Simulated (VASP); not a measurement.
A run of VASP 6.6.1 is set up as follows.

Contents of INCAR:

```
  PREC = Accurate
  ENCUT = 600
  EDIFF = 1E-6
  ISMEAR = 0
  SIGMA = 0.1
  LREAL = False
  LASPH = True
  NELM = 100
  ALGO = Normal
  ISIF = 3
  LWAVE = False
  LCHARG = False
  GGA = PS
  IBRION = 2
  NSW = 50
  EDIFFG = -0.01
```

The input KPOINTS:

```
regular mesh
0
Gamma
  6 6 6
```

Contents of POSCAR:

```
CdAu
1.0
    3.3200000000      0.0000000000      0.0000000000
    0.0000000000      3.3200000000      0.0000000000
    0.0000000000      0.0000000000      3.3200000000
Cd Au
1 1
Direct
    0.0000000000      0.0000000000      0.0000000000
    0.5000000000      0.5000000000      0.5000000000
```

Potentials or basis: VASP PAW PBE potentials, release 64 (Cd, Au).

Run with:

```bash
$ cat potpaw_PBE.64/Cd/POTCAR potpaw_PBE.64/Au/POTCAR > POTCAR
$ mpirun -np 1 vasp_std > vasp.out
```

Problem. Predict the space group after relaxing (to 0.05 Å).

Solution. Pm-3m (No. 221).

Problem. Predict the relaxed volume.

Solution. 18.37 Å³/atom.

Problem. Estimate the relaxed cell.

Solution. a = 3.324 Å, b = 3.324 Å, c = 3.324 Å, α = 90.00°, β = 90.00°, γ = 90.00°.

Step by step:
```csv
step,energy change (eV),largest force (eV/Å),pressure (GPa),volume (Å³)
1,0.0000,0.0000,0.43,36.59
2,0.0000,0.0000,-0.37,36.86
3,-0.0002,0.0000,-0.01,36.73
```

Caveat: the PAW data sets were made with another functional, which shifts forces and pressure a little.
